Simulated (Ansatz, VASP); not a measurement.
**Two plane-wave programs on Ga3S2**

File INCAR:

```
SYSTEM = Ga3S2
PREC     = Accurate       ! precision mode
ENCUT    = 520            ! plane-wave cutoff, eV
EDIFF    = 1E-6           ! SCF threshold, eV
ISMEAR   = 0              ! smearing method
SIGMA    = 0.2            ! smearing width, eV
LREAL    = .FALSE.        ! projectors in reciprocal space
LASPH    = .TRUE.         ! aspherical terms in the spheres
NELM     = 80             ! most SCF steps
ALGO     = Fast           ! electronic algorithm
ISIF     = 2              ! what is computed and relaxed
LWAVE    = .FALSE.        ! write WAVECAR
LCHARG   = .FALSE.        ! write CHGCAR
GGA      = PE             ! functional
NBANDS   = 62             ! bands
```

KPOINTS

```
regular mesh
0
G
  6 4 6
  0 0 0
```

File POSCAR:

```
Ga3S2
1.0
    1.8536748913      3.2106590924      0.0000000000
   -5.5610246738      3.2106590924      0.0000000000
    0.0000000000     -2.1404393949      8.4029429867
Ga S
6 4
Direct
    0.0000000000      0.0000000000      0.0000000000
    0.5000000000      0.5000000000      0.0000000000
    0.3078259560      0.1026086520      0.6156519120
    0.8078259560      0.6026086520      0.6156519120
    0.1921740440      0.3973913480      0.3843480880
    0.6921740440      0.8973913480      0.3843480880
    0.6123742251      0.2041247417      0.2247484503
    0.1123742251      0.7041247417      0.2247484503
    0.8876257749      0.2958752583      0.7752515497
    0.3876257749      0.7958752583      0.7752515497
```

Input for Ansatz:

```yaml
crystal:
  lattice:
    - [1.8536748913, 3.2106590924, 0.0]
    - [-5.5610246738, 3.2106590924, 0.0]
    - [0.0, -2.1404393949, 8.4029429867]
  atoms:
    - { symbol: Ga, position: [0.0, 0.0, 0.0] }
    - { symbol: Ga, position: [0.5, 0.5, 0.0] }
    - { symbol: Ga, position: [0.307825956, 0.102608652, 0.615651912] }
    - { symbol: Ga, position: [0.807825956, 0.602608652, 0.615651912] }
    - { symbol: Ga, position: [0.192174044, 0.397391348, 0.384348088] }
    - { symbol: Ga, position: [0.692174044, 0.897391348, 0.384348088] }
    - { symbol: S, position: [0.6123742251, 0.2041247417, 0.2247484503] }
    - { symbol: S, position: [0.1123742251, 0.7041247417, 0.2247484503] }
    - { symbol: S, position: [0.8876257749, 0.2958752583, 0.7752515497] }
    - { symbol: S, position: [0.3876257749, 0.7958752583, 0.7752515497] }
basis:
  ecutwfc: 420
kpoints:
  mp_grid: { grid: [6, 4, 6] }
hamiltonian:
  xc: pbe
scf:
  occupations: { method: gaussian, width: 0.2 }
  lower_state_search: "off"
output:
  forces: true
  stress: true
  eigenvalues: true
```

Alike in both runs: task single point; functional PBE; k mesh 6 × 4 × 6; occupations gaussian, width 0.2 eV; no spin polarisation.

```csv
,VASP,Ansatz
version,VASP 6.6.1,Ansatz 0.2.0
potentials or method,"VASP PAW PBE potentials, release 64 (Ga_d, S), cutoff 520 eV","scalar-relativistic, plane waves, PAW"
valence electrons in the cell,102,102
```

Ansatz gave:

| Item | Value |
| --- | --- |
| gap on the k mesh at the Fermi level (eV) | none |
| pressure (GPa) | 0.0 |
| traceless stress, the component that is largest in VASP (GPa) | 0.13 |
| rms of the force components (eV/Å) | 0.024 |

Question: Which values does VASP return?

Answer: gap on the k mesh at the Fermi level (eV): none; pressure (GPa): 0.1; traceless stress, the component that is largest in VASP (GPa): 0.13; rms of the force components (eV/Å): 0.021.

Atom by atom the forces differ by 0.004 eV/Å (rms over components). A gap of «none» marks a metal or a gap that the smearing closes.
